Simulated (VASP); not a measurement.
# CoSn3 (Pm-3m) in VASP: further runs, part 3 of 3

VASP 6.6.1. Earlier steps stand in the parts before.

## Step 6: Single point, PBEsol

Contents of INCAR:

```
PREC = Accurate
ENCUT = 520
EDIFF = 1E-6
ISMEAR = 0
SIGMA = 0.1
LREAL = False
LASPH = True
NELM = 60
ALGO = Fast
ISIF = 2
LWAVE = False
LCHARG = False
GGA = PS
NBANDS = 34
```

Contents of KPOINTS:

```
regular mesh
0
Gamma
  10 10 10
```

Contents of POSCAR:

```
CoSn3
1.0
    4.3976643260      0.0000000000      0.0000000000
    0.0000000000      4.3976643260      0.0000000000
    0.0000000000      0.0000000000      4.3976643260
Sn Co
3 1
Direct
    0.0000000000      0.5000000000      0.5000000000
    0.5000000000      0.0000000000      0.5000000000
    0.5000000000      0.5000000000      0.0000000000
    0.0000000000      0.0000000000      0.0000000000
```

Potentials or basis: VASP PAW PBE potentials, release 64 (Sn_d, Co).

Started as:

```console
$ cat potpaw_PBE.64/Sn_d/POTCAR potpaw_PBE.64/Co/POTCAR > POTCAR
$ mpirun -np 1 vasp_std > vasp.out
```

OUTCAR:

```text
PREC = Accurate
   ENCUT = 520
   EDIFF = 1E-6
   ISMEAR = 0
   LREAL = False
   LASPH = True
   NELM = 60
   ISIF = 2
   GGA = PS

 ion  position               nearest neighbor table
   1  0.000  0.500  0.500-   2 3.11   3 3.11   4 3.11   3 3.11   4 3.11   2 3.11   4 3.11   4 3.11
                             2 3.11   3 3.11   3 3.11   2 3.11
   2  0.500  0.000  0.500-   1 3.11   3 3.11   4 3.11   3 3.11   4 3.11   1 3.11   3 3.11   3 3.11
                             1 3.11   4 3.11   4 3.11   1 3.11
   3  0.500  0.500  0.000-   1 3.11   2 3.11   4 3.11   1 3.11   2 3.11   2 3.11   4 3.11   2 3.11
                             1 3.11   4 3.11   1 3.11   4 3.11
   4  0.000  0.000  0.000-   1 3.11   2 3.11   3 3.11   1 3.11   2 3.11   1 3.11   3 3.11   1 3.11
                             2 3.11   3 3.11   2 3.11   3 3.11

  LATTYP: Found a simple cubic cell.
 ALAT       =     4.3976643260

  Lattice vectors:

 A1 = (   4.3976643260,   0.0000000000,   0.0000000000)
 A2 = (   0.0000000000,   4.3976643260,   0.0000000000)
 A3 = (   0.0000000000,   0.0000000000,   4.3976643260)

Analysis of symmetry for initial positions (statically):
=====================================================================
[... 174 lines left out ...]
  free energy    TOTEN  =       -18.72612561 eV

  energy without entropy =      -18.70615269  energy(sigma->0) =      -18.71613915

 E-fermi :   9.2201     XC(G=0): -11.3173

 val. band max:        9.2038224068   @ k =   0.3000   0.3000   0.0000
 cond. band min:       9.2231423437   @ k =   0.5000   0.2000   0.1000
 fundamental gap:      0.0193199369
 Fermi energy:         9.2201334703

 k-point     1 :       0.0000    0.0000    0.0000
  band No.  band energies     occupation
      1     -12.4779      2.00000
      2     -12.4779      2.00000
      3     -12.4779      2.00000
      4     -12.4644      2.00000
      5     -12.2777      2.00000
      6     -12.2777      2.00000
[... 877 lines left out ...]
     33      14.3426      0.00000
     34      16.3707      0.00000

 [... further k-points ...]
[... 5 lines left out ...]
  --------------------------------------------------------------------------------------
  -------------------------------------------------------------------------------------
  Total       -0.7067486     -0.7067486     -0.7067486     -0.0000000     -0.0000000      0.0000000
  in kB      -13.3140227    -13.3140227    -13.3140227     -0.0000000     -0.0000000      0.0000000
  external PRESSURE =     -13.3140227 kB  Pullay stress =       0.0000000 kB

 VOLUME and BASIS-vectors are now :
 -----------------------------------------------------------------------------
  energy-cutoff  :      520.00
  volume of cell :       85.05
      direct lattice vectors                 reciprocal lattice vectors
     4.397664326  0.000000000  0.000000000     0.227393436  0.000000000  0.000000000
     0.000000000  4.397664326  0.000000000     0.000000000  0.227393436  0.000000000
     0.000000000  0.000000000  4.397664326     0.000000000  0.000000000  0.227393436

 POSITION                                       TOTAL-FORCE (eV/Angst)
 -----------------------------------------------------------------------------------
      0.00000      2.19883      2.19883         0.000000      0.000000      0.000000
      2.19883      0.00000      2.19883         0.000000      0.000000      0.000000
      2.19883      2.19883      0.00000         0.000000      0.000000      0.000000
      0.00000      0.00000      0.00000         0.000000      0.000000      0.000000
 -----------------------------------------------------------------------------------
    total drift:                                0.000000      0.000000      0.000000

  FREE ENERGIE OF THE ION-ELECTRON SYSTEM (eV)
  ---------------------------------------------------
  free  energy   TOTEN  =       -18.7261256149 eV

  energy  without entropy=      -18.7061526900  energy(sigma->0) =      -18.71613915
```

stdout:

```text
POSCAR found type information on POSCAR SnCo
 POSCAR found :  2 types and       4 ions
 scaLAPACK will be used
 -----------------------------------------------------------------------------
|                                                                             |
|                                                                             |
|     You enforced a specific xc type in the INCAR file but a different       |
|     I HOPE YOU KNOW WHAT YOU ARE DOING!                                     |
|                                                                             |
 -----------------------------------------------------------------------------

 LDA part: xc-table for (Slater+PW92), standard interpolation
 POSCAR, INCAR and KPOINTS ok, starting setup
 FFT: planning ... GRIDC
 FFT: planning ... GRID_SOFT
 FFT: planning ... GRID
 WAVECAR not read
 entering main loop
```

Run time: 85 s. Hardware: 1 thread of Intel Xeon 6975P-C (Granite Rapids), shared host; peak memory 0.28 GiB.

Results:

```yaml
Free_energy: -18.7261 eV
Pressure: -1.3 GPa
Band_gap_on_the_k_mesh: zero (an odd number of electrons rules out a gap without spin polarisation)
```

Levels at points of the mesh, in eV from the Fermi level:
```tsv
k point	band 23	band 24	band 25	band 26	band 27	band 28
(0.00, 0.00, 0.00)	-0.67	-0.67	-0.11	-0.11	0.20	3.21
(0.50, 0.00, 0.00)	-0.66	-0.28	-0.28	0.25	0.25	0.44
(0.50, 0.50, 0.00)	-0.56	-0.52	0.19	0.43	1.31	1.31
(0.50, 0.50, 0.50)	-0.99	-0.45	-0.45	-0.17	-0.17	-0.17
```

Caveat: the PAW data sets were made with another functional, which shifts forces and pressure a little; spin-orbit coupling is left out, which moves the levels of the heavy elements; the run has no spin polarisation, though such a crystal can be magnetic.

## Step 7: Relaxation of cell and atoms, PBEsol

Contents of INCAR:

```
SYSTEM = CoSn3
ALGO = Fast
EDIFF = 1E-6
EDIFFG = -0.01
ENCUT = 600
GGA = PS
IBRION = 2
ISIF = 3
ISMEAR = 0
LASPH = .TRUE.
LCHARG = .FALSE.
LREAL = .FALSE.
LWAVE = .FALSE.
NELM = 100
NSW = 80
PREC = Accurate
SIGMA = 0.1
```

Contents of KPOINTS:

```
k-points
0
G
  10 10 10
  0 0 0
```

POSCAR is that of step 6.

Started as:

```console
$ cat potpaw_PBE.64/Sn_d/POTCAR potpaw_PBE.64/Co/POTCAR > POTCAR
$ mpirun -np 1 vasp_std > vasp.out
```

Run time: 2.6 min. Hardware: 1 thread of Intel Xeon 6975P-C (Granite Rapids), shared host; peak memory 0.31 GiB.

It converged, with:

| Quantity | Value |
| --- | --- |
| Free energy | -18.7332 eV |
| Relaxed volume | 20.88 Å³/atom |
| Relaxed cell | a = 4.371 Å, b = 4.371 Å, c = 4.371 Å, α = 90.00°, β = 90.00°, γ = 90.00° |
| Space group after relaxing (to 0.1 Å) | Pm-3m (No. 221) |
| Energy gained by relaxing | 1.6 meV/atom |
| Ionic steps | 3 |
| Pressure after relaxing | 0.0 GPa |
| Band gap on the k mesh | zero (an odd number of electrons rules out a gap without spin polarisation) |

Step by step:
```csv
step,energy change (eV),largest force (eV/Å),pressure (GPa),volume (Å³)
1,0.0000,0.0000,-1.17,85.05
2,-0.0058,0.0000,0.43,83.15
3,-0.0063,0.0000,0.04,83.52
```

Final structure:
```yaml
crystal:
  lattice:
    - [4.37120, 0.00000, 0.00000]
    - [0.00000, 4.37120, 0.00000]
    - [0.00000, 0.00000, 4.37120]
  atoms:
    - { symbol: Sn, position: [0.00000, 0.50000, 0.50000] }
    - { symbol: Sn, position: [0.50000, 0.00000, 0.50000] }
    - { symbol: Sn, position: [0.50000, 0.50000, 0.00000] }
    - { symbol: Co, position: [0.00000, 0.00000, 0.00000] }
```

Levels at points of the mesh, in eV from the Fermi level:
| k point | band 23 | band 24 | band 25 | band 26 | band 27 | band 28 |
| --- | --- | --- | --- | --- | --- | --- |
| (0.00, 0.00, 0.00) | -0.69 | -0.69 | -0.10 | -0.10 | 0.19 | 3.24 |
| (0.50, 0.00, 0.00) | -0.68 | -0.31 | -0.31 | 0.25 | 0.25 | 0.48 |
| (0.50, 0.50, 0.00) | -0.58 | -0.54 | 0.17 | 0.47 | 1.34 | 1.34 |
| (0.50, 0.50, 0.50) | -1.01 | -0.47 | -0.47 | -0.17 | -0.17 | -0.17 |

Caveat: the PAW data sets were made with another functional, which shifts forces and pressure a little; spin-orbit coupling is left out, which moves the levels of the heavy elements; the run has no spin polarisation, though such a crystal can be magnetic. Spin polarisation is off, so any magnetic state and its effect on volume and gap are missing.

## Step 8: The runs side by side

| task | spin | fixed moment (μB) | cell | cutoff (eV) | gap on the mesh (eV) | pressure (GPa) | moment (μB) |
| --- | --- | --- | --- | --- | --- | --- | --- |
| single point | collinear, ferromagnetic start | - | a = 4.398 Å, 4 atoms | 520 | none | -0.1 | 1.25 |
| single point | collinear, ferromagnetic start | 1.5 | a = 4.398 Å, 4 atoms | 520 | - | 0.3 | 1.50 |
| single point | off | - | a = 4.372 Å, 4 atoms | 520 | none | -0.1 | - |
| single point | off | - | a = 4.398 Å, 4 atoms | 520 | none | -1.3 | - |
| relaxation of cell and atoms | off | - | relaxed from a = 4.398 Å, 4 atoms | 600 | none | 0.0 | - |

Alike in all rows: level PBEsol; potentials or basis VASP PAW PBE potentials, release 64 (Sn_d, Co); k mesh 10 × 10 × 10; smearing gaussian 0.1 eV.

Caveats: the PAW data sets were made with another functional, which shifts forces and pressure a little; spin-orbit coupling is left out, which moves the levels of the heavy elements; the total moment is fixed, so each spin has its own Fermi level (at least some runs).

Absolute energies hang on the potentials; compare differences alone.
